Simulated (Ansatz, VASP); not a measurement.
# One calculation of CsI, two programs

The input INCAR:

```
PREC = Accurate
ENCUT = 400
EDIFF = 1E-8
ISMEAR = -1
SIGMA = 0.03
LREAL = False
LASPH = True
NELM = 120
ALGO = Normal
ISIF = 2
LWAVE = False
LCHARG = False
GGA = PE
LEFG = True
NBANDS = 15
GGA_COMPAT = False
```

The input KPOINTS:

```
Automatic mesh
0
Gamma
  6 6 6
```

Contents of POSCAR:

```
CsI
1.0
    4.6652120000      0.0000000000      0.0000000000
    0.0000000000      4.6652120000      0.0000000000
    0.0000000000      0.0000000000      4.6652120000
Cs I
1 1
Direct
    0.0000000000      0.0000000000      0.0000000000
    0.5000000000      0.5000000000      0.5000000000
```

Input for Ansatz:

```yaml
crystal:
  lattice:
    - [4.665212, 0.0, 0.0]
    - [0.0, 4.665212, 0.0]
    - [0.0, 0.0, 4.665212]
  atoms:
    - { symbol: Cs, position: [0.0, 0.0, 0.0] }
    - { symbol: I, position: [0.5, 0.5, 0.5] }
kpoints:
  mp_grid: { grid: [6, 6, 6] }
  band_path:
    path:
      - [0.0, 0.0, 0.0]
      - [0.0, 0.5, 0.0]
      - [0.5, 0.5, 0.0]
      - [0.0, 0.0, 0.0]
      - [0.5, 0.5, 0.5]
      - [0.0, 0.5, 0.0]
      - [0.5, 0.5, 0.5]
      - [0.5, 0.5, 0.0]
    npoints: 6
scf:
  occupations: { method: fermi_dirac, width: 0.03 }
hamiltonian:
  xc: pbe
  pseudopotentials: { kind: paw }
output:
  forces: true
  stress: true
  eigenvalues: true
  efg: { contact_densities: true }
  populations: true
```

Change from the starting cell: volume scaled by 1, PAW files.

Alike in both runs: task electric field gradients; functional PBE; k mesh 6 × 6 × 6; occupations fermi-dirac, width 0.03 eV; no spin polarisation.

|  | VASP | Ansatz |
| --- | --- | --- |
| version | VASP 6.6.1 | Ansatz 0.2.0 |
| potentials or method | VASP PAW PBE potentials, release 64 (Cs_sv, I) | PAW with Ansatz's default frozen-core files, scalar-relativistic |
| plane-wave cutoff (eV) | 400 | 420 |
| valence electrons in the cell | 16 | 26 |

```csv
,VASP,Ansatz,Ansatz less VASP
gap on the k mesh at the Fermi level (eV),3.68,3.69,+0.011
pressure (GPa),0.0,0.0,-0.02
```

The functional is the same, so the differences come from potentials, cutoffs and numerics. VASP's potentials hold 16 valence electrons a cell and Ansatz's 26, so a difference there can come from the potentials and not from the codes.

Neither program's run includes spin-orbit coupling.
